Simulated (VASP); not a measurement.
Set up this calculation in VASP 6.6.1, as the native input.

* Task: single point
* Functional: r2SCAN
* Potentials or basis: VASP PAW PBE potentials, release 64 (Al, Cu)
* Cutoff: 520 eV
* k mesh: 18 × 18 × 6
* Occupations: gaussian, width 0.15 eV
* Spin: no spin polarisation
* Dipole correction: no
* Further INCAR settings: ALGO = Normal; EDIFF = 1e-07; NBANDS = 18

The system is Al3Cu.

```xyz
4
Lattice="2.7738 0.0000 0.0000 0.0000 2.7738 0.0000 0.0000 0.0000 7.5919" Properties=species:S:1:pos:R:3 pbc="T T T"
Al    0.0000    0.0000    3.6459
Al    1.3869    1.3869    1.5403
Al    1.3869    1.3869    5.7516
Cu    0.0000    0.0000    0.0000
```

This cell differs from its parent crystal: all Al atoms moved +0.150 Å, as atom 1 towards its neighbour atom 4 (Cu) at 3.796 Å.

The input as run:

POSCAR

```
Al3Cu
1.0
    2.7737808638      0.0000000000      0.0000000000
    0.0000000000      2.7737808638      0.0000000000
    0.0000000000      0.0000000000      7.5918631133
Al Cu
3 1
Direct
    0.0000000000      0.0000000000      0.4802420041
    0.5000000000      0.5000000000      0.2028850047
    0.5000000000      0.5000000000      0.7575990035
    0.0000000000      0.0000000000      0.0000000000
```

INCAR.step1

```
  PREC = Accurate
  ENCUT = 520
  ISMEAR = 0
  SIGMA = 0.15
  LREAL = F
  LASPH = T
  NELM = 100
  NBANDS = 18
  GGA = PE
  ALGO = Normal
  EDIFF = 1E-4
  LWAVE = T
  LCHARG = F
```

INCAR.step2

```
  PREC = Accurate
  ENCUT = 520
  EDIFF = 1E-7
  ISMEAR = 0
  SIGMA = 0.15
  LREAL = F
  LASPH = T
  NELM = 100
  ALGO = Normal
  ISIF = 2
  LWAVE = F
  LCHARG = T
  METAGGA = R2SCAN
  LMIXTAU = T
  LELF = T
  LVHAR = T
  NBANDS = 18
  ISTART = 1
```

KPOINTS

```
Automatic mesh
0
Gamma
  18 18 6
```

Potentials or basis: VASP PAW PBE potentials, release 64 (Al, Cu).

The run is started by

```console
$ cat potpaw_PBE.64/Al/POTCAR potpaw_PBE.64/Cu/POTCAR > POTCAR
$ cp INCAR.step1 INCAR
$ mpirun -np 1 vasp_std > vasp.out
$ cp INCAR.step2 INCAR
$ mpirun -np 1 vasp_std > vasp.out
```

Results of the run:

* Pressure: 0.5 GPa
* Largest force: 0.952 eV/Å
* Band gap on the k mesh: zero (band 10 reaches 12.95 eV, above the bottom of band 11 at 6.53 eV)

Caveat: the cell differs from its parent crystal (all Al atoms moved +0.150 Å, as atom 1 towards its neighbour atom 4 (Cu) at 3.796 Å); the PAW data sets were made with another functional, which shifts forces and pressure a little.

Wall time 5.6 min on 1 thread of Intel(R) Xeon(R) 6975P-C (Granite Rapids), with other jobs on the host, peak memory 0.34 GiB.
